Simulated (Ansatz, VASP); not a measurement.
**NbTe: VASP beside Ansatz**

Contents of INCAR:

```
SYSTEM = NbTe
PREC     = Accurate       ! precision mode
ENCUT    = 520            ! plane-wave cutoff, eV
EDIFF    = 1E-7           ! SCF threshold, eV
ISMEAR   = -1             ! smearing method
SIGMA    = 0.05           ! smearing width, eV
LREAL    = .FALSE.        ! projectors in reciprocal space
LASPH    = .TRUE.         ! aspherical terms in the spheres
NELM     = 150            ! most SCF steps
ALGO     = Normal         ! electronic algorithm
ISIF     = 2              ! what is computed and relaxed
LWAVE    = .FALSE.        ! write WAVECAR
LCHARG   = .FALSE.        ! write CHGCAR
LMAXMIX  = 4              ! l up to which the mixer works
LDAU     = .TRUE.         ! DFT+U
LDAUTYPE = 2            
LDAUL    = -1 2           ! shell
LDAUU    = 0 3            ! U, eV
LDAUJ    = 0 0          
LDAUPRINT= 1            
GGA      = CA             ! functional
NBANDS   = 16             ! bands
```

Contents of KPOINTS:

```
Automatic mesh
0
G
  8 8 7
  0 0 0
```

The input POSCAR:

```
NbTe
1.0
    3.7029743866      0.0000000000      0.0000000000
   -1.8514871933      3.2068698884      0.0000000000
    0.0000000000      0.0000000000      3.6942110000
Te Nb
1 1
Direct
    0.6666666667      0.3333333333      0.0000000000
    0.0000000000      0.0000000000      0.5000000000
```

The input input.yaml:

```yaml
crystal:
  lattice:
    - [3.7029743866, 0.0, 0.0]
    - [-1.8514871933, 3.2068698884, 0.0]
    - [0.0, 0.0, 3.694211]
  atoms:
    - { symbol: Te, position: [0.6666666667, 0.3333333333, 0.0] }
    - { symbol: Nb, position: [0.0, 0.0, 0.5] }
hamiltonian:
  xc: lda
  pseudopotentials: { kind: paw }
  hubbard: { sites: [{ species: Nb, l: d, u_eff: 3.0 }] }
kpoints:
  mp_grid: { grid: [8, 8, 7] }
  band_path:
    path:
      - [[0.0, 0.0, 0.0], [0.5, 0.0, 0.0], [0.3333333333, 0.3333333333, 0.0], [0.0, 0.0, 0.0], [0.0, 0.0, 0.5], [0.5, 0.0, 0.5], [0.3333333333, 0.3333333333, 0.5], [0.0, 0.0, 0.5]]
      - [[0.5, 0.0, 0.5], [0.5, 0.0, 0.0]]
      - [[0.3333333333, 0.3333333333, 0.0], [0.3333333333, 0.3333333333, 0.5]]
    npoints: 14
scf:
  occupations: { method: fermi_dirac, width: 0.05 }
  n_extra_bands: 6
output:
  forces: true
  stress: true
  eigenvalues: true
  fatbands: false
  write_density: true
  write_potential: true
  elf: true
  volumetric_format: npy
```

Alike in both runs: functional LDA; k mesh 8 × 8 × 7; occupations fermi-dirac, width 0.05 eV; no spin polarisation; Hubbard terms Nb d U = 3.0 eV.

|  | VASP | Ansatz |
| --- | --- | --- |
| version | VASP 6.6.1 | Ansatz 0.2.0 |
| potentials or method | VASP PAW LDA potentials, release 64 (Te, Nb_sv) | Ansatz PAW |
| plane-wave cutoff (eV) | 520 | 420 |
| valence electrons in the cell | 19 | 29 |
| task | single point | band structure |

```csv
,VASP,Ansatz,Ansatz less VASP
gap on the k mesh at the Fermi level (eV),none,none,-
pressure (GPa),-5.0,-6.9,-1.94
"traceless stress, the component that is largest in VASP (GPa)",0.36,-0.19,-0.549
```

LDA's correlation is that of Perdew and Zunger in VASP and of Perdew and Wang (1992) in Ansatz. The programs project onto different local orbitals, so the same U acts differently, and such runs can settle in different states. A gap of «none» marks a metal or a gap that the smearing closes. VASP's potentials hold 19 valence electrons a cell and Ansatz's 29, so a difference there can come from the potentials and not from the codes.

Neither program's run includes spin-orbit coupling.
